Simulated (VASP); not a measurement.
Here is a VASP 6.6.1 calculation.

File INCAR:

```
  PREC = Accurate
  ENCUT = 520
  EDIFF = 1E-7
  ISMEAR = 0
  SIGMA = 0.15
  LREAL = False
  LASPH = True
  NELM = 100
  ALGO = Fast
  ISIF = 2
  LWAVE = False
  LCHARG = True
  GGA = PS
  LELF = True
  LVHAR = True
  NBANDS = 44
```

File KPOINTS:

```
regular mesh
0
Gamma
  12 12 4
```

File POSCAR:

```
TiAl3
1.0
    0.0000000000     -3.9483448101      0.0000000000
    0.0000000000      0.0000000000     -3.9483448101
   11.8450344302      0.0000000000      0.0000000000
Ti Al
3 9
Direct
    0.0000000000      1.0000000000      0.3333333333
    0.0000000000      1.0000000000      0.6666666667
    0.0000000000      1.0000000000      0.0000000000
    0.5000000000      0.0000000000      0.1666666667
    0.5000000000      0.0000000000      0.5000000000
    0.5000000000      0.0000000000      0.8333333333
    0.0000000000      0.5000000000      0.1666666667
    0.0000000000      0.5000000000      0.5000000000
    0.0000000000      0.5000000000      0.8333333333
    0.5000000000      0.5000000000      0.0000000000
    0.5000000000      0.5000000000      0.3333333333
    0.5000000000      0.5000000000      0.6666666667
```

Potentials or basis: VASP PAW PBE potentials, release 64 (Ti_sv, Al).

Run with:

```sh
$ cat potpaw_PBE.64/Ti_sv/POTCAR potpaw_PBE.64/Al/POTCAR > POTCAR
$ mpirun -np 1 vasp_std > vasp.out
```

**Question.** Predict the band gap on the k mesh.

**Answer.** Zero (an odd number of electrons rules out a gap without spin polarisation).

**Question.** What does it give for the pressure?

**Answer.** 0.1 GPa.

Caveat: the PAW data sets were made with another functional, which shifts forces and pressure a little.
